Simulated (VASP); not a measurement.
# Ba2H3NO6 (P-62m) in VASP: relaxation of the atoms with PBE

Aim: the relaxation of the atoms of Ba2H3NO6 with PBE.

All numbers are computed with VASP 6.6.1; they aren't measurements. Logs are shortened: lines on timing, memory, paths and dates and some standing lists are left out, and cuts for length are marked.

## (1) The cell of the first run

The structure is hexagonal, space group P-62m (No. 189). Conventional cell: a = 6.907 Å, b = 6.907 Å, c = 3.803 Å, α = 90.00°, β = 90.00°, γ = 120.00°. Within 4.0 Å of Ba (site symmetry -6) lie 9 O at 2.78 to 2.98 Å and 6 H at 2.99 Å and 5 Ba at 3.80 to 3.99 Å and 3 N at 3.99 Å. H (site symmetry m2m) has 1 O at 0.81 Å within 1.1 Å. N (site symmetry -62m) has 3 O at 1.24 Å within 1.7 Å. Within 1.7 Å of O (site symmetry m2m) lie 1 N at 1.24 Å. Within 1.1 Å of O (site symmetry m2m) lie 1 H at 0.81 Å.

## (2) Relaxation of the atoms, PBE

INCAR

```
ALGO = Normal ; EDIFF = 1E-7
EDIFFG = -0.02 ; ENCUT = 520
GGA = PE ; IBRION = 2
ISIF = 2 ; ISMEAR = -1
LASPH = T ; LCHARG = F
LREAL = F ; LWAVE = F
NELM = 100 ; NSW = 80
PREC = Accurate ; SIGMA = 0.02
```

KPOINTS

```
k-points
0
Gamma
  4 4 6
```

POSCAR

```
Ba2H3NO6
1.0
    6.9069000000      0.0000000000      0.0000000000
   -3.4534500000      5.9815508614      0.0000000000
    0.0000000000      0.0000000000      3.8028000000
Ba H N O
2 3 1 6
Direct
    0.3333333333      0.6666666667      0.0000000000
    0.6666666667      0.3333333333      0.0000000000
    0.3310000000      0.0000000000      0.5000000000
    0.6690000000      0.6690000000      0.5000000000
    0.0000000000      0.3310000000      0.5000000000
    0.0000000000      0.0000000000      0.0000000000
    0.1796000000      0.1796000000      0.0000000000
    0.0000000000      0.8204000000      0.0000000000
    0.8204000000      0.0000000000      0.0000000000
    0.4486000000      0.0000000000      0.5000000000
    0.5514000000      0.5514000000      0.5000000000
    0.0000000000      0.4486000000      0.5000000000
```

Potentials or basis: VASP PAW PBE potentials, release 64 (Ba_sv, H, N, O).

The run is started by

```bash
$ cat potpaw_PBE.64/Ba_sv/POTCAR potpaw_PBE.64/H/POTCAR potpaw_PBE.64/N/POTCAR potpaw_PBE.64/O/POTCAR > POTCAR
$ mpirun -np 1 vasp_std > vasp.out
```

OUTCAR:

```text
EDIFF = 1E-7
   EDIFFG = -0.02
   ENCUT = 520
   GGA = PE
   IBRION = 2
   ISIF = 2
   ISMEAR = -1
   LASPH = T
   LREAL = F
   NELM = 100
   NSW = 80
   PREC = Accurate

 ion  position               nearest neighbor table
   1  0.333  0.667  0.000-  10 2.78  10 2.78  12 2.78  12 2.78  11 2.78  11 2.78   8 2.98   9 2.98
                             7 2.98   2 3.99   2 3.99   2 3.99
   2  0.667  0.333  0.000-  12 2.78  12 2.78  10 2.78  10 2.78  11 2.78  11 2.78   9 2.98   8 2.98
                             7 2.98   1 3.99   1 3.99   1 3.99
   3  0.331  0.000  0.500-  10 0.81
   4  0.669  0.669  0.500-  11 0.81
   5  0.000  0.331  0.500-  12 0.81
   6  0.000  0.000  0.000-   9 1.24   8 1.24   7 1.24
   7  0.180  0.180  0.000-   6 1.24   2 2.98   1 2.98
   8  0.000  0.820  0.000-   6 1.24   1 2.98   2 2.98
   9  0.820  0.000  0.000-   6 1.24   2 2.98   1 2.98
  10  0.449  0.000  0.500-   3 0.81   1 2.78   1 2.78   2 2.78   2 2.78
  11  0.551  0.551  0.500-   4 0.81   1 2.78   1 2.78   2 2.78   2 2.78
  12  0.000  0.449  0.500-   5 0.81   2 2.78   2 2.78   1 2.78   1 2.78

  LATTYP: Found a hexagonal cell.
 ALAT       =     6.9069000000
 C/A-ratio  =     0.5505798549

  Lattice vectors:

 A1 = (   6.9069000000,   0.0000000000,   0.0000000000)
 A2 = (  -3.4534500000,   5.9815508614,   0.0000000000)
 A3 = (   0.0000000000,   0.0000000000,   3.8028000000)

Analysis of symmetry for initial positions (statically):
=====================================================================
 Subroutine PRICEL returns:
 Original cell was already a primitive cell.

 Routine SETGRP: Setting up the symmetry group for a
 hexagonal supercell.

 Subroutine GETGRP returns: Found 12 space group operations
 (whereof 12 operations were pure point group operations)
 out of a pool of 24 trial point group operations.

The static configuration has the point symmetry D_3h.

Analysis of symmetry for dynamics (positions and initial velocities):
=====================================================================
 Subroutine PRICEL returns:
 Original cell was already a primitive cell.

 Routine SETGRP: Setting up the symmetry group for a
 hexagonal supercell.

 Subroutine GETGRP returns: Found 12 space group operations
 (whereof 12 operations were pure point group operations)
 out of a pool of 24 trial point group operations.

The dynamic configuration has the point symmetry D_3h.

 Subroutine INISYM returns: Found 12 space group operations
 (whereof 12 operations are pure point group operations),
 and found     1 'primitive' translations

----------------------------------------------------------------------------------------

                                     Primitive cell

  volume of cell :     157.1088

  direct lattice vectors                    reciprocal lattice vectors
     6.906900000  0.000000000  0.000000000     0.144782753  0.083590362  0.000000000
    -3.453450000  5.981550861  0.000000000     0.000000000  0.167180723  0.000000000
     0.000000000  0.000000000  3.802800000     0.000000000  0.000000000  0.262964132

  length of vectors
     6.906900000  6.906900000  3.802800000     0.167180723  0.167180723  0.262964132

  position of ions in fractional coordinates (direct lattice)
     0.333333333  0.666666667  0.000000000
     0.666666667  0.333333333  0.000000000
     0.331000000  0.000000000  0.500000000
     0.669000000  0.669000000  0.500000000
     0.000000000  0.331000000  0.500000000
     0.000000000  0.000000000  0.000000000
     0.179600000  0.179600000  0.000000000
     0.000000000  0.820400000  0.000000000
     0.820400000  0.000000000  0.000000000
     0.448600000  0.000000000  0.500000000
     0.551400000  0.551400000  0.500000000
     0.000000000  0.448600000  0.500000000

  ion indices of the primitive-cell ions
   primitive index   ion index
                 1           1
                 2           2
                 3           3
                 4           4
                 5           5
                 6           6
                 7           7
                 8           8
                 9           9
                10          10
                11          11
                12          12

----------------------------------------------------------------------------------------

 KPOINTS: k-points

Automatic generation of k-mesh.
 Grid dimensions read from file:
 generate k-points for:    4    4    6

 Generating k-lattice:

  Cartesian coordinates                     Fractional coordinates (reciprocal lattice)
     0.036195688  0.020897590  0.000000000     0.250000000  0.000000000  0.000000000
     0.000000000  0.041795181  0.000000000     0.000000000  0.250000000  0.000000000
     0.000000000  0.000000000  0.043827355     0.000000000  0.000000000  0.166666667

  Length of vectors
     0.041795181  0.041795181  0.043827355

  Shift w.r.t. Gamma in fractional coordinates (k-lattice)
     0.000000000  0.000000000  0.000000000

 Subroutine IBZKPT returns following result:
 ===========================================

 Found     16 irreducible k-points:

 Following reciprocal coordinates:
            Coordinates               Weight
  0.000000  0.000000  0.000000      1.000000
  0.250000 -0.000000  0.000000      6.000000
  0.500000 -0.000000  0.000000      3.000000
  0.250000  0.250000  0.000000      6.000000
  0.000000  0.000000  0.166667      2.000000
  0.250000 -0.000000  0.166667     12.000000
[... 8 lines left out ...]
  0.500000 -0.000000  0.500000      3.000000
  0.250000  0.250000  0.500000      6.000000
   k-points           NKPTS =     16   k-points in BZ     NKDIM =     16   number of bands    NBANDS=     39
   number of dos      NEDOS =    301   number of ions     NIONS =     12
   total plane-waves  NPLWV =  81648
   dimension x,y,z NGX =    54 NGY =   54 NGZ =   28
   dimension x,y,z NGXF=   108 NGYF=  108 NGZF=   56
   ions per type =               2   3   1   6
   NGX,Y,Z   is equivalent  to a cutoff of  13.00, 13.00, 12.24 a.u.
   NGXF,Y,Z  is equivalent  to a cutoff of  26.00, 26.00, 24.48 a.u.
 SYSTEM =  unknown system
   PREC   = accura    normal or accurate (medium, high low for compatibility)
   ISTART =      0    job   : 0-new  1-cont  2-samecut
   ICHARG =      2    charge: 1-file 2-atom 10-const
   ISPIN  =      1    spin polarized calculation?
   LNONCOLLINEAR =      F non collinear calculations
   LSORBIT =      F    spin-orbit coupling
   LASPH  =      T    aspherical Exc in radial PAW
   ENCUT  =  520.0 eV  38.22 Ry    6.18 a.u.  12.84 12.84  7.07*2*pi/ulx,y,z
   NELM   =    100;   NELMIN=  2; NELMDL= -5     # of ELM steps
   EDIFF  = 0.1E-06   stopping-criterion for ELM
   LREAL  =      F    real-space projection
   EDIFFG = -.2E-01   stopping-criterion for IOM
   NSW    =     80    number of steps for IOM
   IBRION =      2    ionic relax: 0-MD 1-quasi-New 2-CG
   NFREE  =      1    steps in history (QN), initial steepest desc. (CG)
   ISIF   =      2    stress and relaxation
   ISYM   =      2    0-nonsym 1-usesym 2-fastsym
   POTIM  = 0.5000    time-step for ionic-motion
   TEBEG  =    0.0;   TEEND  =   0.0 temperature during run
   PSTRESS=    0.0 pullay stress
   NELECT =      64.0000    total number of electrons
   NUPDOWN=      -1.0000    fix difference up-down
   EMIN   =  10.00;   EMAX   =-10.00  energy-range for DOS
   EFERMI =   0.00;   METHOD = LEGACY
   ISMEAR =    -1;   SIGMA  =   0.02  broadening in eV -4-tet -1-fermi 0-gaus
   EFERMI_NEDOS =   21; number of points for ismear=-14 and -15
   IALGO  =     38    algorithm
   IMIX   =      4    mixing-type and parameters
     AMIX     =   0.40;   BMIX     =  1.00
     AMIX_MAG =   1.60;   BMIX_MAG =  1.00
  volume/ion in A,a.u.               =      13.09        88.35
  Fermi-wavevector in a.u.,A,eV,Ry     =   1.213579  2.293332 20.038302  1.472774
  Thomas-Fermi vector in A             =   2.349026
   LORBIT       =      0    0 simple, 1 ext, 2 COOP (PROOUT), +10 PAW based schemes
   GGA     = PE    functional components
   LHFCALC =     F    Hartree Fock is set to
   AEXX    =    0.0000 exact exchange contribution
   IVDW    =     0    specifies the selected vdW correction
   LEPSILON=     F    determine dielectric tensor
   LRPA    =     F    only Hartree local field effects (RPA)
 conjugate gradient relaxation of ions
 non-spin polarized calculation
  energy-cutoff  :      520.00
  volume of cell :      157.11
 maximum number of plane-waves:      4256
 NGX is ok and might be reduce to    54
   NGX = 25   NGY = 25   NGZ = 15

--------------------------------------- Ionic step        1  -------------------------------------------

 number of electron      63.9999985 magnetization

 Free energy of the ion-electron system (eV)
  ---------------------------------------------------
  ext. energy  EPLUGINS =         0.00000000
  ---------------------------------------------------
  free energy    TOTEN  =       -67.43480414 eV

  energy without entropy =      -67.43480414  energy(sigma->0) =      -67.43480414

------------------------ aborting loop because EDIFF is reached ----------------------------------------

  FORCE on cell =-STRESS in cart. coord.  units (eV):
  Direction    XX          YY          ZZ          XY          YZ          ZX
  --------------------------------------------------------------------------------------
  -------------------------------------------------------------------------------------
  Total       24.0747416     24.0747416      2.4975815      0.0000000     -0.0000000      0.0000000
  in kB      245.5114572    245.5114572     25.4700503      0.0000000     -0.0000000      0.0000000
  external PRESSURE =     172.1643216 kB  Pullay stress =       0.0000000 kB
[... 119 lines left out ...]
  FREE ENERGIE OF THE ION-ELECTRON SYSTEM (eV)
  ---------------------------------------------------
  free  energy   TOTEN  =       -56.4653819803 eV

  energy  without entropy=      -56.4584479113  energy(sigma->0) =      -56.46191495

[... ionic steps 4 to 20 ...]

--------------------------------------- Ionic step       21  -------------------------------------------

 number of electron      63.9999978 magnetization

------------------------ aborting loop because EDIFF is reached ----------------------------------------

  FORCE on cell =-STRESS in cart. coord.  units (eV):
  Direction    XX          YY          ZZ          XY          YZ          ZX
  --------------------------------------------------------------------------------------
  -------------------------------------------------------------------------------------
  Total        3.2962918      3.2962918      2.4537976     -0.0000000      0.0000000      0.0000000
  in kB       33.6152063     33.6152063     25.0235472     -0.0000000      0.0000000      0.0000000
  external PRESSURE =      30.7513200 kB  Pullay stress =       0.0000000 kB
[... 77 lines left out ...]
  energy  without entropy=      -70.4598014603  energy(sigma->0) =      -70.45980146

--------------------------------------- Ionic step       23  -------------------------------------------

 number of electron      63.9999976 magnetization

 Free energy of the ion-electron system (eV)
  ---------------------------------------------------
  ext. energy  EPLUGINS =         0.00000000
  ---------------------------------------------------
  free energy    TOTEN  =       -70.46303383 eV

  energy without entropy =      -70.46303383  energy(sigma->0) =      -70.46303383

 E-fermi :   0.6430     XC(G=0):  -9.1738

 val. band max:        0.2566904458   @ k =   0.0000   0.0000   0.5000
 cond. band min:       2.8467212323   @ k =   0.0000   0.0000   0.5000
 fundamental gap:      2.5900307865
 Fermi energy:         0.6429798544

 k-point     1 :       0.0000    0.0000    0.0000
  band No.  band energies     occupation
      1     -25.8929      2.00000
      2     -24.4662      2.00000
      3     -24.3440      2.00000
      4     -20.3904      2.00000
      5     -20.3904      2.00000
      6     -16.7796      2.00000
[... 700 lines left out ...]
  FREE ENERGIE OF THE ION-ELECTRON SYSTEM (eV)
  ---------------------------------------------------
  free  energy   TOTEN  =       -70.4630338280 eV

  energy  without entropy=      -70.4630338279  energy(sigma->0) =      -70.46303383

 reached required accuracy - stopping structural energy minimisation
```

Wall time 20 min (1 thread of Intel Xeon Platinum 8488C (Sapphire Rapids), shared host); peak memory 0.34 GiB.

What came out:

```yaml
Free_energy: -70.4630 eV
Pressure_after_relaxing: 2.8 GPa
Largest_force_after_relaxing: 0.010 eV/Å
Band_gap_on_the_k_mesh: 2.59 eV
```

Forces in eV/Å, atoms in the order of the input:
```
Ba   0.000  0.000  0.000
Ba   0.000  0.000  0.000
H   -0.010  0.000  0.000
H    0.005  0.009  0.000
H    0.005 -0.009  0.000
N    0.000  0.000  0.000
O    0.000  0.000  0.000
O    0.000  0.000  0.000
O    0.000  0.000  0.000
O    0.010  0.000  0.000
O   -0.005 -0.008  0.000
O   -0.005  0.008  0.000
```

Final structure:
```cif
data_structure
_symmetry_space_group_name_H-M 'P 1'
_symmetry_Int_Tables_number 1
_cell_length_a 6.9069
_cell_length_b 6.9069
_cell_length_c 3.8028
_cell_angle_alpha 90.000
_cell_angle_beta 90.000
_cell_angle_gamma 120.000
_cell_volume 157.11
loop_
_atom_site_label
_atom_site_type_symbol
_atom_site_fract_x
_atom_site_fract_y
_atom_site_fract_z
_atom_site_occupancy
Ba1 Ba 0.33333 0.66667 0.00000 1
Ba2 Ba 0.66667 0.33333 0.00000 1
H1 H 0.30465 0.00000 0.50000 1
H2 H 0.69535 0.69535 0.50000 1
H3 H 0.00000 0.30465 0.50000 1
N1 N 0.00000 0.00000 0.00000 1
O1 O 0.18343 0.18343 0.00000 1
O2 O 0.00000 0.81657 0.00000 1
O3 O 0.81657 0.00000 0.00000 1
O4 O 0.44579 0.00000 0.50000 1
O5 O 0.55421 0.55421 0.50000 1
O6 O 0.00000 0.44579 0.50000 1
```

Caveat: the standard files for N, O and F lose accuracy on very short bonds; spin-orbit coupling is left out, which moves the levels of the heavy elements. A k mesh can miss the band edges.
